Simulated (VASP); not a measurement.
# MnS (Fm-3m) in VASP: density of states with PBE

Aim: the density of states of MnS with PBE.

Everything below comes from runs of VASP 6.6.1. Logs are shortened: lines on timing, memory, paths and dates and some standing lists are left out, and cuts for length are marked.

**1. The cell of the first run**

It takes space group Fm-3m (No. 225, cubic). The conventional cell has a = 4.692 Å, b = 4.692 Å, c = 4.692 Å, α = 90.00°, β = 90.00°, γ = 90.00°. Within 3.1 Å of Mn (site symmetry m-3m) lie 6 S at 2.35 Å. Within 3.1 Å of S (site symmetry m-3m) lie 6 Mn at 2.35 Å.

**2. Density of states, PBE**

POSCAR reads:

```
MnS
1.0
    0.0000000000      2.3459927727      2.3459927727
    2.3459927727      0.0000000000      2.3459927727
    2.3459927727      2.3459927727      0.0000000000
Mn S
1 1
Direct
    0.0000000000      0.0000000000      0.0000000000
    0.5000000000      0.5000000000      0.5000000000
```

INCAR.step1 reads:

```
  PREC = Accurate
  ENCUT = 520
  EDIFF = 1E-7
  ISMEAR = 0
  SIGMA = 0.05
  LREAL = False
  LASPH = True
  NELM = 80
  ALGO = Normal
  ISIF = 2
  LWAVE = False
  LCHARG = True
  LMAXMIX = 4
  GGA = PE
  NBANDS = 16
```

KPOINTS.step1 reads:

```
regular mesh
0
Gamma
  12 12 12
```

INCAR.step2 reads:

```
  PREC = Accurate
  ENCUT = 520
  EDIFF = 1E-7
  ISMEAR = -5
  SIGMA = 0.05
  LREAL = False
  LASPH = True
  NELM = 80
  ALGO = Normal
  ISIF = 2
  LWAVE = False
  LCHARG = False
  LMAXMIX = 4
  GGA = PE
  LORBIT = 11
  NBANDS = 16
  NEDOS = 1001
  ICHARG = 11
```

KPOINTS.step2 reads:

```
regular mesh
0
Gamma
  18 18 18
```

Potentials or basis: VASP PAW PBE potentials, release 64 (Mn_pv, S).

Launch:

```console
$ cat potpaw_PBE.64/Mn_pv/POTCAR potpaw_PBE.64/S/POTCAR > POTCAR
$ cp INCAR.step1 INCAR
$ cp KPOINTS.step1 KPOINTS
$ mpirun -np 1 vasp_std > vasp.out
$ cp INCAR.step2 INCAR
$ cp KPOINTS.step2 KPOINTS
$ mpirun -np 1 vasp_std > vasp.out
```

OUTCAR:

```text
PREC = Accurate
   ENCUT = 520
   EDIFF = 1E-7
   ISMEAR = -5
   LREAL = False
   LASPH = True
   NELM = 80
   ISIF = 2
   GGA = PE
   LORBIT = 11
   ICHARG = 11

 ion  position               nearest neighbor table
   1  0.000  0.000  0.000-   2 2.35   2 2.35   2 2.35   2 2.35   2 2.35   2 2.35
   2  0.500  0.500  0.500-   1 2.35   1 2.35   1 2.35   1 2.35   1 2.35   1 2.35

  LATTYP: Found a face centered cubic cell.
 ALAT       =     4.6919855454

  Lattice vectors:

 A1 = (   0.0000000000,   2.3459927727,   2.3459927727)
 A2 = (   2.3459927727,   0.0000000000,   2.3459927727)
 A3 = (   2.3459927727,   2.3459927727,   0.0000000000)

Analysis of symmetry for initial positions (statically):
=====================================================================
 Subroutine PRICEL returns:
 Original cell was already a primitive cell.

 Routine SETGRP: Setting up the symmetry group for a
 face centered cubic supercell.

 Subroutine GETGRP returns: Found 48 space group operations
 (whereof 48 operations were pure point group operations)
 out of a pool of 48 trial point group operations.

The static configuration has the point symmetry O_h .

Analysis of symmetry for dynamics (positions and initial velocities):
=====================================================================
 Subroutine PRICEL returns:
 Original cell was already a primitive cell.

 Routine SETGRP: Setting up the symmetry group for a
 face centered cubic supercell.

 Subroutine GETGRP returns: Found 48 space group operations
 (whereof 48 operations were pure point group operations)
 out of a pool of 48 trial point group operations.

The dynamic configuration has the point symmetry O_h .

 Subroutine INISYM returns: Found 48 space group operations
 (whereof 48 operations are pure point group operations),
 and found     1 'primitive' translations

----------------------------------------------------------------------------------------

                                     Primitive cell

  volume of cell :      25.8232

  direct lattice vectors                    reciprocal lattice vectors
     0.000000000  2.345992773  2.345992773    -0.213129386  0.213129386  0.213129386
     2.345992773  0.000000000  2.345992773     0.213129386 -0.213129386  0.213129386
     2.345992773  2.345992773  0.000000000     0.213129386  0.213129386 -0.213129386

  length of vectors
     3.317734796  3.317734796  3.317734796     0.369150926  0.369150926  0.369150926

  position of ions in fractional coordinates (direct lattice)
     0.000000000  0.000000000  0.000000000
     0.500000000  0.500000000  0.500000000

  ion indices of the primitive-cell ions
   primitive index   ion index
                 1           1
                 2           2

----------------------------------------------------------------------------------------

 KPOINTS: regular mesh

Automatic generation of k-mesh.
 Grid dimensions read from file:
 generate k-points for:   18   18   18

 Generating k-lattice:

  Cartesian coordinates                     Fractional coordinates (reciprocal lattice)
    -0.011840521  0.011840521  0.011840521     0.055555556  0.000000000  0.000000000
     0.011840521 -0.011840521  0.011840521     0.000000000  0.055555556  0.000000000
     0.011840521  0.011840521 -0.011840521     0.000000000  0.000000000  0.055555556

  Length of vectors
     0.020508385  0.020508385  0.020508385

  Shift w.r.t. Gamma in fractional coordinates (k-lattice)
     0.000000000  0.000000000  0.000000000

 TETIRR: Found    806 inequivalent tetrahedra from    34992

 Subroutine IBZKPT returns following result:
 ===========================================

 Found    195 irreducible k-points:

 Following reciprocal coordinates:
            Coordinates               Weight
  0.000000  0.000000  0.000000      1.000000
  0.055556  0.000000  0.000000      8.000000
  0.111111  0.000000  0.000000      8.000000
  0.166667  0.000000  0.000000      8.000000
  0.222222  0.000000  0.000000      8.000000
  0.277778  0.000000  0.000000      8.000000
[... 16 lines left out ...]
 -0.277778  0.055556  0.000000     24.000000
 -0.222222  0.055556  0.000000     24.000000
 [... further k-points ...]
   k-points           NKPTS =    195   k-points in BZ     NKDIM =    195   number of bands    NBANDS=     16
   number of dos      NEDOS =   1001   number of ions     NIONS =      2
   total plane-waves  NPLWV =  21952
   dimension x,y,z NGX =    28 NGY =   28 NGZ =   28
   dimension x,y,z NGXF=    56 NGYF=   56 NGZF=   56
   ions per type =               1   1
   NGX,Y,Z   is equivalent  to a cutoff of  14.03, 14.03, 14.03 a.u.
   NGXF,Y,Z  is equivalent  to a cutoff of  28.06, 28.06, 28.06 a.u.
 SYSTEM =  unknown system
   PREC   = accura    normal or accurate (medium, high low for compatibility)
   ISTART =      0    job   : 0-new  1-cont  2-samecut
   ICHARG =     11    charge: 1-file 2-atom 10-const
   ISPIN  =      1    spin polarized calculation?
   LNONCOLLINEAR =      F non collinear calculations
   LSORBIT =      F    spin-orbit coupling
   LASPH  =      T    aspherical Exc in radial PAW
   ENCUT  =  520.0 eV  38.22 Ry    6.18 a.u.   6.17  6.17  6.17*2*pi/ulx,y,z
   NELM   =     80;   NELMIN=  2; NELMDL=  0     # of ELM steps
   EDIFF  = 0.1E-06   stopping-criterion for ELM
   LREAL  =      F    real-space projection
   EDIFFG = 0.1E-05   stopping-criterion for IOM
   NSW    =      0    number of steps for IOM
   IBRION =     -1    ionic relax: 0-MD 1-quasi-New 2-CG
   NFREE  =      0    steps in history (QN), initial steepest desc. (CG)
   ISIF   =      2    stress and relaxation
   ISYM   =      2    0-nonsym 1-usesym 2-fastsym
   POTIM  = 0.5000    time-step for ionic-motion
   TEBEG  =    0.0;   TEEND  =   0.0 temperature during run
   PSTRESS=    0.0 pullay stress
   NELECT =      19.0000    total number of electrons
   NUPDOWN=      -1.0000    fix difference up-down
   EMIN   =  10.00;   EMAX   =-10.00  energy-range for DOS
   EFERMI =   0.00;   METHOD = LEGACY
   ISMEAR =    -5;   SIGMA  =   0.05  broadening in eV -4-tet -1-fermi 0-gaus
   EFERMI_NEDOS =   21; number of points for ismear=-14 and -15
   IALGO  =     38    algorithm
   IMIX   =      4    mixing-type and parameters
     AMIX     =   0.40;   BMIX     =  1.00
     AMIX_MAG =   1.60;   BMIX_MAG =  1.00
  volume/ion in A,a.u.               =      12.91        87.13
  Fermi-wavevector in a.u.,A,eV,Ry     =   1.477937  2.792897 29.719190  2.184299
  Thomas-Fermi vector in A             =   2.592280
   LORBIT       =     11    0 simple, 1 ext, 2 COOP (PROOUT), +10 PAW based schemes
   GGA     = PE    functional components
   LHFCALC =     F    Hartree Fock is set to
   AEXX    =    0.0000 exact exchange contribution
   IVDW    =     0    specifies the selected vdW correction
   LEPSILON=     F    determine dielectric tensor
   LRPA    =     F    only Hartree local field effects (RPA)
 non-spin polarized calculation
 Fermi weights with tetrahedron method with Bloechl corrections
  energy-cutoff  :      520.00
  volume of cell :       25.82
 maximum number of plane-waves:       725
 NGX is ok and might be reduce to    28

 number of electron      18.9999990 magnetization

 Free energy of the ion-electron system (eV)
  ---------------------------------------------------
  ext. energy  EPLUGINS =         0.00000000
  ---------------------------------------------------
  free energy    TOTEN  =       -12.81284889 eV

  energy without entropy =      -12.81284889  energy(sigma->0) =      -12.81284889

 E-fermi :  10.0220     XC(G=0): -12.3440

 val. band max:       10.0210827202   @ k =  -0.4444   0.3889   0.0556
 cond. band min:      10.0120924798   @ k =  -0.3333   0.5000   0.1667
 fundamental gap:     -0.0089902404
 Fermi energy:        10.0219969940

 k-point     1 :       0.0000    0.0000    0.0000
  band No.  band energies     occupation
      1     -37.9375      2.00000
      2     -37.9375      2.00000
      3     -37.9375      2.00000
      4      -6.4889      2.00000
      5       8.2471      2.00000
      6       8.2471      2.00000
[... 8 lines left out ...]
     15      20.4593      0.00000
     16      20.4593      0.00000

 k-point     2 :       0.0556    0.0000    0.0000
  band No.  band energies     occupation
      1     -37.9387      2.00000
      2     -37.9376      2.00000
      3     -37.9376      2.00000
      4      -6.4413      2.00000
      5       7.6326      2.00000
      6       7.7014      2.00000
[... 8 lines left out ...]
     15      20.4460      0.00000
     16      20.4460      0.00000

 k-point     3 :       0.1111    0.0000    0.0000
  band No.  band energies     occupation
      1     -37.9425      2.00000
      2     -37.9381      2.00000
      3     -37.9381      2.00000
      4      -6.3001      2.00000
      5       6.7845      2.00000
      6       7.1111      2.00000
[... 8 lines left out ...]
     15      20.3619      0.00000
     16      20.3619      0.00000

 k-point     4 :       0.1667    0.0000    0.0000
  band No.  band energies     occupation
      1     -37.9484      2.00000
      2     -37.9389      2.00000
      3     -37.9389      2.00000
      4      -6.0713      2.00000
      5       5.8181      2.00000
      6       6.5778      2.00000
[... 8 lines left out ...]
     15      20.0659      0.00000
     16      20.0659      0.00000

 k-point     5 :       0.2222    0.0000    0.0000
  band No.  band energies     occupation
      1     -37.9554      2.00000
      2     -37.9398      2.00000
      3     -37.9398      2.00000
      4      -5.7657      2.00000
      5       4.8130      2.00000
      6       6.1131      2.00000
[... 8 lines left out ...]
     15      19.4607      0.00000
     16      19.4607      0.00000

 k-point     6 :       0.2778    0.0000    0.0000
  band No.  band energies     occupation
      1     -37.9630      2.00000
      2     -37.9407      2.00000
      3     -37.9407      2.00000
      4      -5.4014      2.00000
      5       3.8351      2.00000
      6       5.7242      2.00000
[... 8 lines left out ...]
     15      18.6836      0.00000
     16      20.4697      0.00000
[... 267 lines left out ...]
 k-point    21 :      -0.3889    0.0556    0.0000
  band No.  band energies     occupation
      1     -37.9770      2.00000
      2     -37.9439      2.00000
      3     -37.9425      2.00000
      4      -4.5089      2.00000
      5       2.0445      2.00000
      6       5.1085      2.00000
[... 8 lines left out ...]
     15      17.2243      0.00000
     16      22.4974      0.00000

 k-point    22 :      -0.3333    0.0556    0.0000
  band No.  band energies     occupation
      1     -37.9719      2.00000
      2     -37.9433      2.00000
      3     -37.9416      2.00000
      4      -4.8547      2.00000
      5       2.6973      2.00000
      6       5.2844      2.00000
[... 8 lines left out ...]
     15      17.8053      0.00000
     16      21.6627      0.00000

 k-point    23 :      -0.2778    0.0556    0.0000
  band No.  band energies     occupation
      1     -37.9654      2.00000
      2     -37.9425      2.00000
      3     -37.9406      2.00000
      4      -5.2420      2.00000
      5       3.5208      2.00000
      6       5.5380      2.00000
[... 8 lines left out ...]
     15      18.4327      0.00000
     16      20.6784      0.00000

 k-point    24 :      -0.2222    0.0556    0.0000
  band No.  band energies     occupation
      1     -37.9581      2.00000
      2     -37.9415      2.00000
      3     -37.9396      2.00000
      4      -5.6152      2.00000
      5       4.4407      2.00000
      6       5.8706      2.00000
[... 8 lines left out ...]
     15      19.1704      0.00000
     16      19.8147      0.00000

 [... further k-points ...]

------------------------ aborting loop because EDIFF is reached ----------------------------------------

  FORCE on cell =-STRESS in cart. coord.  units (eV):
  Direction    XX          YY          ZZ          XY          YZ          ZX
  --------------------------------------------------------------------------------------
  -------------------------------------------------------------------------------------
  Total        0.1463343      0.1463343      0.1463343      0.0000000      0.0000000      0.0000000
  in kB        9.0791817      9.0791817      9.0791817      0.0000000      0.0000000      0.0000000
  external PRESSURE =       9.0791817 kB  Pullay stress =       0.0000000 kB

 VOLUME and BASIS-vectors are now :
 -----------------------------------------------------------------------------
  energy-cutoff  :      520.00
  volume of cell :       25.82
      direct lattice vectors                 reciprocal lattice vectors
     0.000000000  2.345992773  2.345992773    -0.213129386  0.213129386  0.213129386
     2.345992773  0.000000000  2.345992773     0.213129386 -0.213129386  0.213129386
     2.345992773  2.345992773  0.000000000     0.213129386  0.213129386 -0.213129386

 POSITION                                       TOTAL-FORCE (eV/Angst)
 -----------------------------------------------------------------------------------
      0.00000      0.00000      0.00000        -0.000000     -0.000000     -0.000000
      2.34599      2.34599      2.34599         0.000000      0.000000      0.000000
 -----------------------------------------------------------------------------------
    total drift:                               -0.000000      0.000000      0.000000

  FREE ENERGIE OF THE ION-ELECTRON SYSTEM (eV)
  ---------------------------------------------------
  free  energy   TOTEN  =       -12.8128488880 eV

  energy  without entropy=      -12.8128488880  energy(sigma->0) =      -12.81284889

 total charge

# of ion       s       p       d       tot
------------------------------------------
    1        0.262   6.246   5.291  11.798
    2        1.315   2.406   0.000   3.721
--------------------------------------------------
tot          1.577   8.652   5.291  15.519
```

Run time: 2.6 min. Hardware: 1 thread of Intel Xeon Platinum 8259CL at 2.50GHz (Skylake/Cascade Lake), shared host; peak memory 0.2 GiB.

What came out:

```yaml
Valence_electrons_inside_the_program's_atomic_spheres: Mn 11.80; S 3.72
```

Caveat: the run has no spin polarisation, though such a crystal can be magnetic; semilocal functionals often make such compounds metallic where correlation or magnetic order opens a gap, which also shifts bond lengths; tetrahedron occupations give inexact forces and stress in metals. Spin polarisation is off, so any magnetic state and its effect on volume and gap are missing.
